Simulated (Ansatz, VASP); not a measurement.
BAs in VASP and in Ansatz

```xyz
2
Lattice="0.0000 2.4821 2.4821 2.4821 0.0000 2.4821 2.4821 2.4821 0.0000" Properties=species:S:1:pos:R:3 pbc="T T T"
B     1.2410    1.2410    1.2410
As    2.4821    2.4821    2.4821
```

Alike in both runs: task single point; functional PBE; k mesh 10 × 10 × 10; occupations gaussian, width 0.02 eV; no spin polarisation.

|  | VASP | Ansatz |
| --- | --- | --- |
| version | VASP 6.6.1 | Ansatz 0.2.0 |
| potentials or method | VASP PAW PBE potentials, release 64 (B, As), cutoff 520 eV | scalar-relativistic, plane waves, PAW |
| valence electrons in the cell | 8 | 18 |

```csv
,VASP,Ansatz,Ansatz less VASP
gap on the k mesh at the Fermi level (eV),1.29,1.29,+0.006
least direct gap on the mesh (eV),3.14,3.14,+0.004
pressure (GPa),-9.9,-10.2,-0.36
```

VASP's potentials hold 8 valence electrons a cell and Ansatz's 18, so a difference there can come from the potentials and not from the codes.
